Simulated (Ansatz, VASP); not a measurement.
# One calculation of MgCd3O4, two programs

The input INCAR:

```
ALGO     = Normal         # electronic algorithm
EDIFF    = 1E-6           # SCF threshold, eV
ENCUT    = 520            # plane-wave cutoff, eV
GGA      = PE             # functional
ISIF     = 2              # what is computed and relaxed
ISMEAR   = 0              # smearing method
LASPH    = T              # aspherical terms in the spheres
LCHARG   = F              # write CHGCAR
LREAL    = F              # projectors in reciprocal space
LWAVE    = F              # write WAVECAR
NBANDS   = 41             # bands
NELM     = 80             # most SCF steps
PREC     = Accurate       # precision mode
SIGMA    = 0.1            # smearing width, eV
```

Contents of KPOINTS:

```
k-points
0
Gamma
  6 6 2
```

POSCAR

```
MgCd3O4
1.0
    3.3076838000      0.0000000000      0.0000000000
    0.0000000000      3.3076838000      0.0000000000
    0.0000000000      0.0000000000      9.3304794000
Mg Cd O
1 3 4
Direct
    0.0000000000      0.0000000000      0.0000000000
    0.5000000000      0.5000000000      0.2433000000
    0.0000000000      0.0000000000      0.5000000000
    0.5000000000      0.5000000000      0.7567000000
    0.0000000000      0.0000000000      0.2322470000
    0.5000000000      0.5000000000      0.5000000000
    0.0000000000      0.0000000000      0.7677530000
    0.5000000000      0.5000000000      0.0000000000
```

Input for Ansatz:

```yaml
crystal:
  lattice:
    - [3.3076838, 0.0, 0.0]
    - [0.0, 3.3076838, 0.0]
    - [0.0, 0.0, 9.3304794]
  atoms:
    - { symbol: Mg, position: [0.0, 0.0, 0.0] }
    - { symbol: Cd, position: [0.5, 0.5, 0.2433] }
    - { symbol: Cd, position: [0.0, 0.0, 0.5] }
    - { symbol: Cd, position: [0.5, 0.5, 0.7567] }
    - { symbol: O, position: [0.0, 0.0, 0.232247] }
    - { symbol: O, position: [0.5, 0.5, 0.5] }
    - { symbol: O, position: [0.0, 0.0, 0.767753] }
    - { symbol: O, position: [0.5, 0.5, 0.0] }
basis:
  ecutwfc: 420
kpoints:
  mp_grid: { grid: [6, 6, 2] }
hamiltonian:
  xc: pbe
scf:
  occupations: { method: gaussian, width: 0.1 }
  lower_state_search: "off"
output:
  forces: true
  stress: true
  eigenvalues: true
```

Alike in both runs: task single point; functional PBE; k mesh 6 × 6 × 2; occupations gaussian, width 0.1 eV; no spin polarisation.

|  | VASP | Ansatz |
| --- | --- | --- |
| version | VASP 6.6.1 | Ansatz 0.2.0 |
| potentials or method | VASP PAW PBE potentials, release 64 (Mg, Cd, O), cutoff 520 eV | scalar-relativistic, plane waves, PAW |
| valence electrons in the cell | 62 | 94 |

|  | VASP | Ansatz | Ansatz less VASP |
| --- | --- | --- | --- |
| gap on the k mesh at the Fermi level (eV) | none | none | - |
| pressure (GPa) | 1.0 | 0.0 | -0.98 |
| traceless stress, the component that is largest in VASP (GPa) | -0.13 | -0.03 | +0.101 |
| rms of the force components (eV/Å) | 0.020 | 0.007 | -0.0137 |

Atom by atom the forces differ by 0.014 eV/Å (rms over components). A gap of «none» marks a metal or a gap that the smearing closes. With one functional, cell and mesh, what is left measures potentials, basis and numerics. VASP's potentials hold 62 valence electrons a cell and Ansatz's 94, so a difference there can come from the potentials and not from the codes.
